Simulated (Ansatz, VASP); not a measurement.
One calculation of Pt, two programs

The input POSCAR:

```
Pt
1.0
    0.0000000000      1.9705765473      1.9705765473
    1.9705765473      0.0000000000      1.9705765473
    1.9705765473      1.9705765473      0.0000000000
Pt
1
Direct
    0.0000000000      0.0000000000      0.0000000000
```

Contents of INCAR.step1:

```
SYSTEM = Pt
ALGO = Normal
EDIFF = 1E-4
ENCUT = 520
GGA = PE
ISMEAR = -1
LASPH = .True.
LCHARG = .False.
LREAL = .False.
LWAVE = .True.
NBANDS = 11
NELM = 80
PREC = Accurate
SIGMA = 0.1
```

INCAR.step2

```
SYSTEM = Pt
ALGO = Normal
EDIFF = 1E-7
ENCUT = 520
ISIF = 2
ISMEAR = -1
ISTART = 1
LASPH = .True.
LCHARG = .True.
LELF = .True.
LMIXTAU = .True.
LREAL = .False.
LVHAR = .True.
LWAVE = .False.
METAGGA = R2SCAN
NBANDS = 11
NELM = 80
PREC = Accurate
SIGMA = 0.1
```

KPOINTS

```
k-points
0
Gamma
  14 14 14
  0 0 0
```

Input for Ansatz:

```yaml
crystal:
  lattice:
    - [0.0, 1.9705765473, 1.9705765473]
    - [1.9705765473, 0.0, 1.9705765473]
    - [1.9705765473, 1.9705765473, 0.0]
  atoms:
    - { symbol: Pt, position: [0.0, 0.0, 0.0] }
hamiltonian:
  xc: r2scan
  pseudopotentials:
    kind: paw
    azcp:
      Pt: "pseudopotentials/Pt.paw.azcp"
basis:
  ecutwfc: 600
  fft_grid_basis: typed
kpoints:
  mp_grid: { grid: [14, 14, 14], shift: [0, 0, 0] }
magnetization:
  spin_polarized: false
scf:
  occupations: { method: fermi_dirac, width: 0.1 }
  lower_state_search: "off"
output:
  stress: true
```

Alike in both runs: task single point; functional r2SCAN; k mesh 14 × 14 × 14; occupations fermi-dirac, width 0.1 eV; no spin polarisation.

|  | VASP | Ansatz |
| --- | --- | --- |
| version | VASP 6.6.1 | Ansatz 0.2.0 |
| potentials or method | VASP PAW PBE potentials, release 64 (Pt), cutoff 520 eV | plane waves (600 eV) with PAW, scalar-relativistic |
| valence electrons in the cell | 10 | 18 |

Ansatz gave:

- pressure (GPa): 0.0

Problem. What did VASP give for the same quantities?

Solution. Pressure (GPa): 0.7.

VASP's potentials were made for PBE, not for r2SCAN. With one functional, cell and mesh, what is left measures potentials, basis and numerics. VASP's potentials hold 10 valence electrons a cell and Ansatz's 18, so a difference there can come from the potentials and not from the codes.

Spin-orbit coupling is off throughout.
